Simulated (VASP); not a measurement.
SrO:

```xyz
4
Lattice="3.6230 0.0000 0.0000 -1.8115 3.1376 0.0000 0.0000 0.0000 6.3392" Properties=species:S:1:pos:R:3 pbc="T T T"
Sr    1.8115    1.0459    4.7544
Sr    0.0000    2.0917    1.5848
O     0.0000    0.0000    3.1696
O     0.0000    0.0000    0.0000
```

Base run:

- Program: VASP 6.6.1
- Functional: PBEsol
- Potentials or basis: VASP PAW PBE potentials, release 64 (Sr_sv, O)
- Cutoff: 520 eV
- k mesh: 9 × 9 × 5
- Occupations: fermi-dirac, width 0.05 eV
- Spin: no spin polarisation

Its results: band gap on the k mesh 2.61 eV; pressure -6.0 GPa.

Question: The run is repeated on the same cell with these changes: functional from PBEsol to r2SCAN; further incar settings from ALGO = Normal; EDIFF = 1e-06; NBANDS = 24 to ALGO = Normal; EDIFF = 1e-07; NBANDS = 24. What comes out?

Answer: Band gap on the k mesh 3.33 eV; pressure -4.6 GPa.

Caveats: the cell stands under tension; the PAW data sets were made with another functional, which shifts forces and pressure a little.

A k mesh can miss the band edges.
